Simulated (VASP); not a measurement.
Input of a VASP 6.6.1 run:

INCAR

```
  PREC = Accurate
  ENCUT = 520
  EDIFF = 1E-6
  ISMEAR = 0
  SIGMA = 0.2
  LREAL = False
  LASPH = True
  NELM = 100
  ALGO = Normal
  ISIF = 2
  LWAVE = False
  LCHARG = True
  GGA = PE
  LELF = True
  LVHAR = True
  NBANDS = 56
```

Contents of KPOINTS:

```
Automatic mesh
0
Gamma
  8 4 2
```

The input POSCAR:

```
Si2Ge
1.0
    2.8188518990      0.0000000000      0.0000000000
    0.0000000000      4.8823947082      0.0000000000
    0.0000000000      0.0000000000     14.1691927446
Si Ge
8 4
Direct
    1.0000000000      0.3333333333      0.0000000000
    0.5000000000      0.8333333333      0.0000000000
    0.5000000000      0.1666666667      0.8476895435
    0.0000000000      0.6666666667      0.8476895435
    0.5000000000      0.1666666667      0.1523104565
    0.0000000000      0.6666666667      0.1523104565
    0.5000000000      0.1666666667      0.5000000000
    0.0000000000      0.6666666667      0.5000000000
    1.0000000000      0.3333333333      0.6723709670
    0.5000000000      0.8333333333      0.6723709670
    1.0000000000      0.3333333333      0.3276290330
    0.5000000000      0.8333333333      0.3276290330
```

Potentials or basis: VASP PAW PBE potentials, release 64 (Si, Ge_d).

Launch:

```bash
$ cat potpaw_PBE.64/Si/POTCAR potpaw_PBE.64/Ge_d/POTCAR > POTCAR
$ mpirun -np 1 vasp_std > vasp.out
```

Q: Predict the largest force.

A: 0.146 eV/Å.

Q: Predict the band gap on the k mesh.

A: Zero (bands 44 and 45 overlap by 4.43 eV).

Q: Predict the pressure.

A: 0.2 GPa.

Forces in eV/Å, atoms in the order of the input:
```
Si   0.000  0.043  0.000
Si   0.000  0.043  0.000
Si   0.000 -0.011  0.089
Si   0.000 -0.011  0.089
Si   0.000 -0.011 -0.089
Si   0.000 -0.011 -0.089
Si   0.000  0.060  0.000
Si   0.000  0.060  0.000
Ge   0.000 -0.041  0.140
Ge   0.000 -0.041  0.140
Ge   0.000 -0.041 -0.140
Ge   0.000 -0.041 -0.140
```
